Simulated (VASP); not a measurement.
# SnTe (R-3m) in VASP: notebook, part 2 of 2

VASP 6.6.1.

### Step 3. Single point, PBE

This run uses another cell than the first one, of 38.60 Å³/atom.

File INCAR:

```
SYSTEM = SnTe
PREC = Accurate
ENCUT = 520
EDIFF = 1E-6
ISMEAR = 0
SIGMA = 0.1
LREAL = .FALSE.
LASPH = .TRUE.
NELM = 60
ALGO = Normal
ISIF = 2
LWAVE = .FALSE.
LCHARG = .TRUE.
GGA = PE
LELF = .TRUE.
LVHAR = .TRUE.
NBANDS = 28
```

File KPOINTS:

```
regular mesh
0
G
  6 6 6
  0 0 0
```

File POSCAR:

```
SnTe
1.0
    2.1680518760      1.2517253343      9.4826946448
   -2.1680518760      1.2517253343      9.4826946448
    0.0000000000     -2.5034506685      9.4826946448
Sn Te
2 2
Direct
    0.2060173262      0.2060173262      0.2060173262
    0.7939826738      0.7939826738      0.7939826738
    0.4049810198      0.4049810198      0.4049810198
    0.5950189802      0.5950189802      0.5950189802
```

Potentials or basis: VASP PAW PBE potentials, release 64 (Sn_d, Te).

The run is started by

```console
$ cat potpaw_PBE.64/Sn_d/POTCAR potpaw_PBE.64/Te/POTCAR > POTCAR
$ mpirun -np 1 vasp_std > vasp.out
```

OUTCAR:

```text
SYSTEM = SnTe
   PREC = Accurate
   ENCUT = 520
   EDIFF = 1E-6
   ISMEAR = 0
   LREAL = .FALSE.
   LASPH = .TRUE.
   NELM = 60
   ISIF = 2
   GGA = PE

 ion  position               nearest neighbor table
   1  0.206  0.206  0.206-   4 2.96   4 2.96   4 2.96   2 3.36   2 3.36   2 3.36
   2  0.794  0.794  0.794-   3 2.96   3 2.96   3 2.96   1 3.36   1 3.36   1 3.36
   3  0.405  0.405  0.405-   2 2.96   2 2.96   2 2.96
   4  0.595  0.595  0.595-   1 2.96   1 2.96   1 2.96

  LATTYP: Found a trigonal (rhomboedric) cell.
 ALAT       =     9.8075870109
 COS(alpha) =     0.9022661527

  Lattice vectors:

 A1 = (   2.1680518760,   1.2517253343,   9.4826946448)
 A2 = (  -2.1680518760,   1.2517253343,   9.4826946448)
 A3 = (   0.0000000000,  -2.5034506685,   9.4826946448)

Analysis of symmetry for initial positions (statically):
=====================================================================
 Subroutine PRICEL returns:
 Original cell was already a primitive cell.

 Routine SETGRP: Setting up the symmetry group for a
 trigonal (rhombohedral) supercell.

 Subroutine GETGRP returns: Found 12 space group operations
 (whereof 12 operations were pure point group operations)
 out of a pool of 12 trial point group operations.

The static configuration has the point symmetry D_3d.

Analysis of symmetry for dynamics (positions and initial velocities):
=====================================================================
 Subroutine PRICEL returns:
 Original cell was already a primitive cell.

 Routine SETGRP: Setting up the symmetry group for a
 trigonal (rhombohedral) supercell.

 Subroutine GETGRP returns: Found 12 space group operations
 (whereof 12 operations were pure point group operations)
 out of a pool of 12 trial point group operations.

The dynamic configuration has the point symmetry D_3d.

 Subroutine INISYM returns: Found 12 space group operations
 (whereof 12 operations are pure point group operations),
[... 119 lines left out ...]
     AMIX     =   0.40;   BMIX     =  1.00
     AMIX_MAG =   1.60;   BMIX_MAG =  1.00
  volume/ion in A,a.u.               =      38.60       260.49
  Fermi-wavevector in a.u.,A,eV,Ry     =   1.043616  1.972149 14.818585  1.089135
  Thomas-Fermi vector in A             =   2.178333
   LORBIT       =      0    0 simple, 1 ext, 2 COOP (PROOUT), +10 PAW based schemes
   GGA     = PE    functional components
   LHFCALC =     F    Hartree Fock is set to
   AEXX    =    0.0000 exact exchange contribution
   IVDW    =     0    specifies the selected vdW correction
   LEPSILON=     F    determine dielectric tensor
   LRPA    =     F    only Hartree local field effects (RPA)
 non-spin polarized calculation
 Gauss-broadening in eV      SIGMA  =   0.10
  energy-cutoff  :      520.00
  volume of cell :      154.41
 maximum number of plane-waves:      4172
 NGX is ok and might be reduce to    80
   NGX = 37   NGY = 37   NGZ = 37

 number of electron      40.0000004 magnetization

 Free energy of the ion-electron system (eV)
  ---------------------------------------------------
  ext. energy  EPLUGINS =         0.00000000
  ---------------------------------------------------
  free energy    TOTEN  =       -14.95475406 eV

  energy without entropy =      -14.95473649  energy(sigma->0) =      -14.95474527

 E-fermi :   4.8654     XC(G=0):  -8.3310

 val. band max:        4.6799105745   @ k =   0.0000   0.0000   0.0000
 cond. band min:       5.0583571430   @ k =   0.0000   0.0000   0.0000
 fundamental gap:      0.3784465685
 Fermi energy:         4.8653907719

 k-point     1 :       0.0000    0.0000    0.0000
  band No.  band energies     occupation
      1     -17.1670      2.00000
      2     -17.1670      2.00000
      3     -17.1307      2.00000
      4     -17.1307      2.00000
      5     -17.1040      2.00000
      6     -17.0850      2.00000
[... 733 lines left out ...]
     27       9.5238      0.00000
     28      10.7922      0.00000

 [... further k-points ...]

------------------------ aborting loop because EDIFF is reached ----------------------------------------

  FORCE on cell =-STRESS in cart. coord.  units (eV):
  Direction    XX          YY          ZZ          XY          YZ          ZX
  --------------------------------------------------------------------------------------
  -------------------------------------------------------------------------------------
  Total        0.0177243      0.0177243     -0.0044211      0.0000000     -0.0000000      0.0000000
  in kB        0.1839149      0.1839149     -0.0458756      0.0000000     -0.0000000      0.0000000
  external PRESSURE =       0.1073181 kB  Pullay stress =       0.0000000 kB

 VOLUME and BASIS-vectors are now :
 -----------------------------------------------------------------------------
  energy-cutoff  :      520.00
  volume of cell :      154.41
      direct lattice vectors                 reciprocal lattice vectors
     2.168051876  1.251725334  9.482694645     0.230621788  0.133149551  0.035151752
    -2.168051876  1.251725334  9.482694645    -0.230621788  0.133149551  0.035151752
     0.000000000 -2.503450669  9.482694645     0.000000000 -0.266299103  0.035151752

 POSITION                                       TOTAL-FORCE (eV/Angst)
 -----------------------------------------------------------------------------------
      0.00000      0.00000      5.86080         0.000000     -0.000000     -0.027627
      0.00000      0.00000     22.58729         0.000000      0.000000      0.027627
      0.00000      0.00000     11.52093         0.000000     -0.000000     -0.030747
      0.00000      0.00000     16.92715         0.000000      0.000000      0.030747
 -----------------------------------------------------------------------------------
    total drift:                                0.000000      0.000000     -0.000000

  FREE ENERGIE OF THE ION-ELECTRON SYSTEM (eV)
  ---------------------------------------------------
  free  energy   TOTEN  =       -14.9547540600 eV

  energy  without entropy=      -14.9547364852  energy(sigma->0) =      -14.95474527
```

stdout:

```text
POSCAR found type information on POSCAR SnTe
 POSCAR found :  2 types and       4 ions
 scaLAPACK will be used
 LDA part: xc-table for (Slater+PW92), standard interpolation
 POSCAR, INCAR and KPOINTS ok, starting setup
 FFT: planning ... GRIDC
 FFT: planning ... GRID_SOFT
 FFT: planning ... GRID
 WAVECAR not read
 entering main loop
```

It took 25 min on 1 thread of AMD EPYC 7R13, shared host; peak memory 0.95 GiB.

What came out:

```yaml
Free_energy: -14.9548 eV
Pressure: 0.0 GPa
Largest_force: 0.031 eV/Å
Band_gap_on_the_k_mesh: 0.38 eV
```

Forces in eV/Å, atoms in the order of the input:
```
Sn   0.000  0.000 -0.028
Sn   0.000  0.000  0.028
Te   0.000  0.000 -0.031
Te   0.000  0.000  0.031
```

Caveat: semilocal functionals underestimate gaps, and a narrow one can read as zero; spin-orbit coupling is left out, which moves the levels of the heavy elements. A k mesh can miss the band edges.

The gap in the log of VASP goes by the Fermi energy; the results here count the filled bands.